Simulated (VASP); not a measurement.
Crystal: Be2C.

```xyz
3
Lattice="0.0000 2.1605 2.1605 2.1605 0.0000 2.1605 2.1605 2.1605 0.0000" Properties=species:S:1:pos:R:3 pbc="T T T"
C     0.0000    0.0000    0.0000
Be    1.0802    1.0802    1.0802
Be    3.2407    3.2407    3.2407
```

Base run:

- Program: VASP 6.6.1
- Functional: PBE
- Dispersion: D4
- Potentials or basis: VASP PAW PBE potentials, release 64 (C, Be)
- Cutoff: 600 eV
- k mesh: 8 × 8 × 8
- Occupations: gaussian, width 0.01 eV
- Spin: no spin polarisation

Its results: band gap on the k mesh 1.16 eV, indirect (least direct gap 4.14 eV); pressure -2.5 GPa.

Q: The run is repeated on the same cell with these changes: dispersion from D4 to none; occupations from gaussian, width 0.01 eV to gaussian, width 0.001 eV. What comes out?

A: Band gap on the k mesh 1.16 eV, indirect (least direct gap 4.14 eV); pressure 1.3 GPa.

A k mesh can miss the band edges.
